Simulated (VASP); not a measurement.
# Sn (Immm) in VASP: single point with PBEsol+D3(BJ)

Aim: the single point of Sn with PBEsol+D3(BJ).

Program: VASP 6.6.1. These are calculated values, not measurements. Logs are shortened: lines on timing, memory, paths and dates and some standing lists are left out, and cuts for length are marked.

**1. The cell of the first run**

The structure is orthorhombic, space group Immm (No. 71). The conventional cell has a = 3.558 Å, b = 3.747 Å, c = 3.759 Å, α = 90.00°, β = 90.00°, γ = 90.00°. Sn (site symmetry mmm) has 14 Sn at 3.19 to 3.76 Å within 4.2 Å.

**2. Single point, PBEsol+D3(BJ)**

File INCAR:

```
SYSTEM = Sn
PREC = Accurate ; ENCUT = 520
EDIFF = 1E-6 ; ISMEAR = 0
SIGMA = 0.15 ; LREAL = .FALSE.
LASPH = .TRUE. ; NELM = 100
ALGO = Fast ; ISIF = 2
LWAVE = .FALSE. ; LCHARG = .FALSE.
GGA = PS ; IVDW = 12
NBANDS = 13
```

File KPOINTS:

```
Automatic mesh
0
G
  26 26 26
  0 0 0
```

File POSCAR:

```
Sn
1.0
   -1.8735080553      1.7792291603      1.8793949240
    1.8735080553     -1.7792291603      1.8793949240
    1.8735080553      1.7792291603     -1.8793949240
Sn
1
Direct
    0.0000000000      0.0000000000      0.0000000000
```

Potentials or basis: VASP PAW PBE potentials, release 64 (Sn_d).

On the command line:

```
> cat potpaw_PBE.64/Sn_d/POTCAR > POTCAR
> mpirun -np 1 vasp_std > vasp.out
```

OUTCAR:

```text
SYSTEM = Sn
   PREC = Accurate
   ENCUT = 520
   EDIFF = 1E-6
   ISMEAR = 0
   LREAL = .FALSE.
   LASPH = .TRUE.
   NELM = 100
   ISIF = 2
   GGA = PS
   IVDW = 12
 IVDW          = 12

 ion  position               nearest neighbor table
   1  0.000  0.000  0.000-

  LATTYP: Found a body centered orthorhombic cell.
 ALAT       =     3.5584583206
 B/A-ratio  =     1.0529886184
 C/A-ratio  =     1.0562972808

  Lattice vectors:

 A1 = (   1.8735080553,  -1.7792291603,  -1.8793949240)
 A2 = (  -1.8735080553,   1.7792291603,  -1.8793949240)
 A3 = (   1.8735080553,   1.7792291603,   1.8793949240)

Analysis of symmetry for initial positions (statically):
=====================================================================
 Subroutine PRICEL returns:
 Original cell was already a primitive cell.

 Routine SETGRP: Setting up the symmetry group for a
 body centered orthorhombic supercell.

 Subroutine GETGRP returns: Found  8 space group operations
 (whereof  8 operations were pure point group operations)
 out of a pool of  8 trial point group operations.

The static configuration has the point symmetry D_2h.

Analysis of symmetry for dynamics (positions and initial velocities):
=====================================================================
 Subroutine PRICEL returns:
 Original cell was already a primitive cell.

 Routine SETGRP: Setting up the symmetry group for a
 body centered orthorhombic supercell.

 Subroutine GETGRP returns: Found  8 space group operations
 (whereof  8 operations were pure point group operations)
 out of a pool of  8 trial point group operations.

The dynamic configuration has the point symmetry D_2h.

 Subroutine INISYM returns: Found  8 space group operations
 (whereof  8 operations are pure point group operations),
 and found     1 'primitive' translations

----------------------------------------------------------------------------------------

                                     Primitive cell

  volume of cell :      25.0591

  direct lattice vectors                    reciprocal lattice vectors
    -1.873508055  1.779229160  1.879394924     0.000000000  0.281020574  0.266043072
     1.873508055 -1.779229160  1.879394924     0.266879023  0.000000000  0.266043072
     1.873508055  1.779229160 -1.879394924     0.266879023  0.281020574  0.000000000

  length of vectors
     3.194966998  3.194966998  3.194966998     0.386977363  0.376833291  0.387552546

  position of ions in fractional coordinates (direct lattice)
     0.000000000  0.000000000  0.000000000

  ion indices of the primitive-cell ions
   primitive index   ion index
                 1           1

----------------------------------------------------------------------------------------

 KPOINTS: Automatic mesh

Automatic generation of k-mesh.
 Grid dimensions read from file:
 generate k-points for:   26   26   26

 Generating k-lattice:

  Cartesian coordinates                     Fractional coordinates (reciprocal lattice)
     0.000000000  0.010808484  0.010232426     0.038461538  0.000000000  0.000000000
     0.010264578  0.000000000  0.010232426     0.000000000  0.038461538  0.000000000
     0.010264578  0.010808484  0.000000000     0.000000000  0.000000000  0.038461538

  Length of vectors
     0.014883745  0.014493588  0.014905867

  Shift w.r.t. Gamma in fractional coordinates (k-lattice)
     0.000000000  0.000000000  0.000000000

 Subroutine IBZKPT returns following result:
 ===========================================

 Found   2471 irreducible k-points:

 Following reciprocal coordinates:
            Coordinates               Weight
  0.000000  0.000000  0.000000      1.000000
  0.038462  0.000000  0.000000      4.000000
  0.076923  0.000000  0.000000      4.000000
  0.115385  0.000000 -0.000000      4.000000
  0.153846  0.000000 -0.000000      4.000000
  0.192308 -0.000000  0.000000      4.000000
[... 16 lines left out ...]
  0.307692  0.038462 -0.000000      8.000000
  0.346154  0.038462 -0.000000      8.000000
 [... further k-points ...]
   k-points           NKPTS =   2471   k-points in BZ     NKDIM =   2471   number of bands    NBANDS=     13
   number of dos      NEDOS =    301   number of ions     NIONS =      1
   total plane-waves  NPLWV =  13824
   dimension x,y,z NGX =    24 NGY =   24 NGZ =   24
   dimension x,y,z NGXF=    48 NGYF=   48 NGZF=   48
   ions per type =               1
   NGX,Y,Z   is equivalent  to a cutoff of  12.49, 12.49, 12.49 a.u.
   NGXF,Y,Z  is equivalent  to a cutoff of  24.98, 24.98, 24.98 a.u.
 SYSTEM =  Sn
   PREC   = accura    normal or accurate (medium, high low for compatibility)
   ISTART =      0    job   : 0-new  1-cont  2-samecut
   ICHARG =      2    charge: 1-file 2-atom 10-const
   ISPIN  =      1    spin polarized calculation?
   LNONCOLLINEAR =      F non collinear calculations
   LSORBIT =      F    spin-orbit coupling
   LASPH  =      T    aspherical Exc in radial PAW
   ENCUT  =  520.0 eV  38.22 Ry    6.18 a.u.   5.94  5.94  5.94*2*pi/ulx,y,z
   NELM   =    100;   NELMIN=  2; NELMDL= -5     # of ELM steps
   EDIFF  = 0.1E-05   stopping-criterion for ELM
   LREAL  =      F    real-space projection
   EDIFFG = 0.1E-04   stopping-criterion for IOM
   NSW    =      0    number of steps for IOM
   IBRION =     -1    ionic relax: 0-MD 1-quasi-New 2-CG
   NFREE  =      0    steps in history (QN), initial steepest desc. (CG)
   ISIF   =      2    stress and relaxation
   ISYM   =      2    0-nonsym 1-usesym 2-fastsym
   POTIM  = 0.5000    time-step for ionic-motion
   TEBEG  =    0.0;   TEEND  =   0.0 temperature during run
   PSTRESS=    0.0 pullay stress
   NELECT =      14.0000    total number of electrons
   NUPDOWN=      -1.0000    fix difference up-down
   EMIN   =  10.00;   EMAX   =-10.00  energy-range for DOS
   EFERMI =   0.00;   METHOD = LEGACY
   ISMEAR =     0;   SIGMA  =   0.15  broadening in eV -4-tet -1-fermi 0-gaus
   EFERMI_NEDOS =   21; number of points for ismear=-14 and -15
   IALGO  =     68    algorithm
   IMIX   =      4    mixing-type and parameters
     AMIX     =   0.40;   BMIX     =  1.00
     AMIX_MAG =   1.60;   BMIX_MAG =  1.00
  volume/ion in A,a.u.               =      25.06       169.11
  Fermi-wavevector in a.u.,A,eV,Ry     =   1.348328  2.547971 24.735248  1.817989
  Thomas-Fermi vector in A             =   2.476006
   LORBIT       =      0    0 simple, 1 ext, 2 COOP (PROOUT), +10 PAW based schemes
   GGA     = PS    functional components
   LHFCALC =     F    Hartree Fock is set to
   AEXX    =    0.0000 exact exchange contribution
   IVDW    =    12    specifies the selected vdW correction
   LEPSILON=     F    determine dielectric tensor
   LRPA    =     F    only Hartree local field effects (RPA)
 non-spin polarized calculation
 RMM-DIIS sequential band-by-band and
 Gauss-broadening in eV      SIGMA  =   0.15
  energy-cutoff  :      520.00
  volume of cell :       25.06
 maximum number of plane-waves:       690
   NGX = 11   NGY = 11   NGZ = 11

 number of electron      14.0000004 magnetization

 Free energy of the ion-electron system (eV)
  ---------------------------------------------------
  ext. energy  EPLUGINS =         0.00000000
  ---------------------------------------------------
  free energy    TOTEN  =        -4.22744639 eV

  energy without entropy =       -4.22127798  energy(sigma->0) =       -4.22436218

 E-fermi :   8.9403     XC(G=0): -10.8925

 val. band max:        8.9401039916   @ k =   0.1923   0.1538   0.0769
 cond. band min:       8.9403721210   @ k =  -0.3846   0.2308  -0.0000
 fundamental gap:      0.0002681294
 Fermi energy:         8.9403148501

 k-point     1 :       0.0000    0.0000    0.0000
  band No.  band energies     occupation
      1     -12.5679      2.00000
      2     -12.5473      2.00000
      3     -12.5462      2.00000
      4     -12.3975      2.00000
      5     -12.3620      2.00000
      6      -2.7690      2.00000
      7      17.4728      0.00000
      8      17.4828      0.00000
      9      17.9756      0.00000
     10      21.0766      0.00000
     11      21.1268      0.00000
     12      21.5817      0.00000
     13      21.7624      0.00000

 k-point     2 :       0.0385    0.0000    0.0000
  band No.  band energies     occupation
      1     -12.5664      2.00000
      2     -12.5462      2.00000
      3     -12.5446      2.00000
      4     -12.3974      2.00000
      5     -12.3629      2.00000
      6      -2.7339      2.00000
      7      17.2845      0.00000
      8      17.3174      0.00000
      9      17.7846      0.00000
     10      20.6993      0.00000
     11      20.8123      0.00000
     12      21.5154      0.00000
     13      21.8673      0.00000

 k-point     3 :       0.0769    0.0000    0.0000
  band No.  band energies     occupation
      1     -12.5649      2.00000
      2     -12.5432      2.00000
      3     -12.5368      2.00000
      4     -12.3972      2.00000
      5     -12.3655      2.00000
      6      -2.6283      2.00000
      7      16.5739      0.00000
      8      16.8957      0.00000
      9      17.4410      0.00000
     10      20.0739      0.00000
     11      20.2976      0.00000
     12      21.2963      0.00000
     13      22.4408      0.00000
[... 305 lines left out ...]
 k-point    23 :       0.3077    0.0385   -0.0000
  band No.  band energies     occupation
      1     -12.6027      2.00000
      2     -12.5290      2.00000
      3     -12.3915      2.00000
      4     -12.3838      2.00000
      5     -12.3463      2.00000
      6      -0.2063      2.00000
      7       8.3466      2.00000
      8      13.2228      0.00000
      9      14.7935      0.00000
     10      17.6843      0.00000
     11      18.2646      0.00000
     12      23.0931      0.00000
     13      24.7887      0.00000

 k-point    24 :       0.3462    0.0385   -0.0000
  band No.  band energies     occupation
      1     -12.6092      2.00000
      2     -12.5332      2.00000
      3     -12.3896      2.00000
      4     -12.3811      2.00000
      5     -12.3177      2.00000
      6       0.4222      2.00000
      7       7.1779      2.00000
      8      12.9084      0.00000
      9      14.5376      0.00000
     10      17.5032      0.00000
     11      18.0405      0.00000
     12      23.6310      0.00000
     13      25.0626      0.00000

 [... further k-points ...]

------------------------ aborting loop because EDIFF is reached ----------------------------------------

 Edisp (eV)   -0.42386

 E8    (eV) :    -0.2990

  FORCE on cell =-STRESS in cart. coord.  units (eV):
  Direction    XX          YY          ZZ          XY          YZ          ZX
  --------------------------------------------------------------------------------------
  -------------------------------------------------------------------------------------
  Total       0.00106    -0.11619     0.00182     0.00000     0.00000     0.00000
  in kB       0.06781    -7.42847     0.11605     0.00000     0.00000     0.00000
  external pressure =       -2.41 kB  Pullay stress =        0.00 kB

 VOLUME and BASIS-vectors are now :
 -----------------------------------------------------------------------------
  energy-cutoff  :      520.00
  volume of cell :       25.06
      direct lattice vectors                 reciprocal lattice vectors
    -1.873508055  1.779229160  1.879394924     0.000000000  0.281020574  0.266043072
     1.873508055 -1.779229160  1.879394924     0.266879023  0.000000000  0.266043072
     1.873508055  1.779229160 -1.879394924     0.266879023  0.281020574  0.000000000

 POSITION                                       TOTAL-FORCE (eV/Angst)
 -----------------------------------------------------------------------------------
      0.00000      0.00000      0.00000         0.000000     -0.000000     -0.000000
 -----------------------------------------------------------------------------------
    total drift:                               -0.000000      0.000000      0.000000

  FREE ENERGIE OF THE ION-ELECTRON SYSTEM (eV)
  ---------------------------------------------------
  free  energy   TOTEN  =        -4.6513018496 eV

  energy  without entropy=       -4.6451334402  energy(sigma->0) =       -4.64821764
```

It took 7.1 min on 1 thread of Oxide Virtual Turin-like, shared host; peak memory 0.75 GiB.

Results:

| Property | Result |
| --- | --- |
| Free energy | -4.6513 eV |
| Pressure | -0.2 GPa |
| Band gap on the k mesh | zero (bands 7 and 8 overlap by 11.15 eV) |
| Dispersion energy per atom | -0.424 eV |

Stress tensor (GPa, compression positive):
```
 0.01  0.00  0.00
 0.00 -0.74  0.00
 0.00  0.00  0.01
```

Caveat: the PAW data sets were made with another functional, which shifts forces and pressure a little; spin-orbit coupling is left out, which moves the levels of the heavy elements.
